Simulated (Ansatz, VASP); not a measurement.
# Two plane-wave programs on TlBr

```
Tl Br
1.0
     3.84084    0.00000    0.00000
     0.00000    3.84087    0.00002
     0.00000    0.00002    3.84084
Tl Br
1 1
Direct
  0.00034 0.99982 0.00025
  0.50035 0.49995 0.50030
```

Alike in both runs: functional LDA; k mesh 6 × 6 × 6; occupations fermi-dirac, width 0.02 eV; no spin polarisation.

Ansatz relaxed the structure, and its values are those at the end. VASP's run is a single point on that final structure, the one shown.

```csv
,VASP,Ansatz
version,VASP 6.6.1,Ansatz 0.2.0
potentials or method,"VASP PAW LDA potentials, release 64 (Tl_d, Br)","PAW with Ansatz's default frozen-core files, scalar-relativistic"
plane-wave cutoff (eV),500,420
valence electrons in the cell,20,20
```

|  | VASP | Ansatz | Ansatz less VASP |
| --- | --- | --- | --- |
| pressure (GPa) | 0.0 | 0.0 | -0.06 |

LDA's correlation is that of Perdew and Zunger in VASP and of Perdew and Wang (1992) in Ansatz. Ansatz's warnings: displaced walk ended near start symmetry, relaxation start displaced.

Neither program's run includes spin-orbit coupling.
